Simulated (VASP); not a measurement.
Al:

```
Al
1.0
     2.74524    0.00000    0.00000
    -1.37262    2.37745    0.00000
     0.00000    0.00000    2.56509
Al
1
Direct
  0.00000 0.00000 0.00000
```

| Item | Value |
| --- | --- |
| Program | VASP 6.6.1 |
| Task | relaxation of cell and atoms |
| Functional | PBE |
| Potentials or basis | VASP PAW PBE potentials, release 64 (Al) |
| Cutoff | 600 eV |
| k mesh | 9 × 9 × 6 |
| Occupations | gaussian, width 0.1 eV |
| Spin | no spin polarisation |

At the start: pressure 9.9 GPa; volume 16.74 Å³/atom.

Problem. How do energy, volume and symmetry change on relaxing?

Solution. Over 8 steps the energy falls by 109.7 meV/atom and the volume is 18.71 Å³/atom (+11.8 %); space group P6/mmm (No. 191, to 0.05 Å).

Step by step:
```
step  energy change (eV)  largest force (eV/Å)  pressure (GPa)  volume (Å³)
   1              0.0000                0.0000            9.86        16.74
   2             -0.1002                0.0000           -1.70        19.28
   3             -0.1076                0.0000            0.62        18.57
   4             -0.1080                0.0000            0.90        18.48
   5             -0.1081                0.0000            1.17        18.40
   6             -0.1081                0.0000            1.06        18.44
   7             -0.1096                0.0000           -0.38        18.79
   8             -0.1097                0.0000           -0.08        18.71
```

Final structure:
```
Al
1.0
     2.78268    0.00000    0.00000
    -1.39134    2.40987    0.00000
     0.00000    0.00000    2.79068
Al
1
Direct
  0.00000 0.00000 0.00000
```

Caveat: the k points lie up to 0.38 Å⁻¹ apart in the final cell.
